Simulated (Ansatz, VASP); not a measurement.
# Two plane-wave programs on Hf2Ge3Ru

INCAR

```
PREC     = Accurate       # precision mode
ENCUT    = 520            # plane-wave cutoff, eV
EDIFF    = 1E-6           # SCF threshold, eV
ISMEAR   = 0              # smearing method
SIGMA    = 0.1            # smearing width, eV
LREAL    = False          # projectors in reciprocal space
LASPH    = True           # aspherical terms in the spheres
NELM     = 100            # most SCF steps
ALGO     = Normal         # electronic algorithm
ISIF     = 2              # what is computed and relaxed
LWAVE    = False          # write WAVECAR
LCHARG   = False          # write CHGCAR
GGA      = PE             # functional
NBANDS   = 47             # bands
```

KPOINTS

```
regular mesh
0
Gamma
  6 6 2
```

File POSCAR:

```
Hf2Ge3Ru
1.0
    3.2624640800      0.0000000000      0.0000000000
    0.0000000000      3.2624640800      0.0000000000
    0.0000000000      0.0000000000      9.7538157200
Hf Ge Ru
2 3 1
Direct
    0.0000000000      0.0000000000      0.3342649900
    0.0000000000      0.0000000000      0.6657350100
    0.5000000000      0.5000000000      0.1837450000
    0.5000000000      0.5000000000      0.5000000000
    0.5000000000      0.5000000000      0.8162550000
    0.0000000000      0.0000000000      0.0000000000
```

Input for Ansatz:

```yaml
crystal:
  lattice:
    - [3.26246408, 0.0, 0.0]
    - [0.0, 3.26246408, 0.0]
    - [0.0, 0.0, 9.75381572]
  atoms:
    - { symbol: Hf, position: [0.0, 0.0, 0.33426499] }
    - { symbol: Hf, position: [0.0, 0.0, 0.66573501] }
    - { symbol: Ge, position: [0.5, 0.5, 0.183745] }
    - { symbol: Ge, position: [0.5, 0.5, 0.5] }
    - { symbol: Ge, position: [0.5, 0.5, 0.816255] }
    - { symbol: Ru, position: [0.0, 0.0, 0.0] }
basis:
  ecutwfc: 420
kpoints:
  mp_grid: { grid: [6, 6, 2] }
hamiltonian:
  xc: pbe
scf:
  occupations: { method: gaussian, width: 0.1 }
  lower_state_search: "off"
output:
  forces: true
  stress: true
  eigenvalues: true
```

Change from the starting cell: species swapped into the Al3Ni2Pt type (P4/mmm, No. 123).

Alike in both runs: task single point; functional PBE; k mesh 6 × 6 × 2; occupations gaussian, width 0.1 eV; no spin polarisation.

```csv
,VASP,Ansatz
version,VASP 6.6.1,Ansatz 0.2.0
potentials or method,"VASP PAW PBE potentials, release 64 (Hf_pv, Ge_d, Ru_pv), cutoff 520 eV","scalar-relativistic, plane waves, PAW"
valence electrons in the cell,76,110
```

|  | VASP | Ansatz | Ansatz less VASP |
| --- | --- | --- | --- |
| gap on the k mesh at the Fermi level (eV) | none | none | - |
| pressure (GPa) | 1.4 | 1.5 | +0.16 |
| traceless stress, the component that is largest in VASP (GPa) | 0.35 | 0.32 | -0.034 |
| rms of the force components (eV/Å) | 1.048 | 1.052 | +0.0042 |

Atom by atom the forces differ by 0.005 eV/Å (rms over components). A gap of «none» marks a metal or a gap that the smearing closes. VASP's potentials hold 76 valence electrons a cell and Ansatz's 110, so a difference there can come from the potentials and not from the codes.

Neither program's run includes spin-orbit coupling.
